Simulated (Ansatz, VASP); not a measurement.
One calculation of Sb, two programs

The input INCAR:

```
ALGO = Normal ; EDIFF = 1E-7
ENCUT = 520 ; GGA = PE
ISIF = 2 ; ISMEAR = -1
LASPH = True ; LCHARG = False
LREAL = False ; LWAVE = False
NBANDS = 18 ; NELM = 80
PREC = Accurate ; SIGMA = 0.05
```

KPOINTS

```
k-points
0
Gamma
  10 10 1
```

The input POSCAR:

```
Sb
1.0
    3.3880510193      0.0000000000      0.0000000000
    0.0000000000      3.3880510193      0.0000000000
    0.0000000000      0.0000000000     23.1871000000
Sb
4
Direct
    0.2500000000      0.2500000000      0.3572124711
    0.7500000000      0.7500000000      0.4419202006
    0.2500000000      0.2500000000      0.5580797843
    0.7500000000      0.7500000000      0.6427875433
```

Input for Ansatz:

```yaml
crystal:
  lattice:
    - [3.3880510193, 0.0, 0.0]
    - [0.0, 3.3880510193, 0.0]
    - [0.0, 0.0, 23.1871]
  atoms:
    - { symbol: Sb, position: [0.25, 0.25, 0.3572124711] }
    - { symbol: Sb, position: [0.75, 0.75, 0.4419202006] }
    - { symbol: Sb, position: [0.25, 0.25, 0.5580797843] }
    - { symbol: Sb, position: [0.75, 0.75, 0.6427875433] }
kpoints:
  mp_grid: { grid: [10, 10, 1] }
scf:
  occupations: { method: fermi_dirac, width: 0.05 }
hamiltonian:
  xc: pbe
  pseudopotentials: { kind: paw }
output:
  forces: true
  stress: true
  eigenvalues: true
  core_levels:
    shells: { Sb: ["3d"] }
    counted_from: fermi_level
    add_spin: false
  write_density: true
  write_potential: true
  elf: true
  volumetric_format: npy
```

Alike in both runs: task single point; functional PBE; k mesh 10 × 10 × 1; occupations fermi-dirac, width 0.05 eV; no spin polarisation.

|  | VASP | Ansatz |
| --- | --- | --- |
| version | VASP 6.6.1 | Ansatz 0.2.0 |
| potentials or method | VASP PAW PBE potentials, release 64 (Sb) | PAW with Ansatz's default frozen-core files, scalar-relativistic |
| plane-wave cutoff (eV) | 520 | 420 |
| valence electrons in the cell | 20 | 60 |

|  | VASP | Ansatz | Ansatz less VASP |
| --- | --- | --- | --- |
| rms of the force components (eV/Å) | 0.004 | 0.001 | -0.0027 |

Atom by atom the forces differ by 0.005 eV/Å (rms over components). With one functional, cell and mesh, what is left measures potentials, basis and numerics. VASP's potentials hold 20 valence electrons a cell and Ansatz's 60, so a difference there can come from the potentials and not from the codes. Ansatz's warnings: xc potential rough in thin density.

Spin-orbit coupling is off throughout.
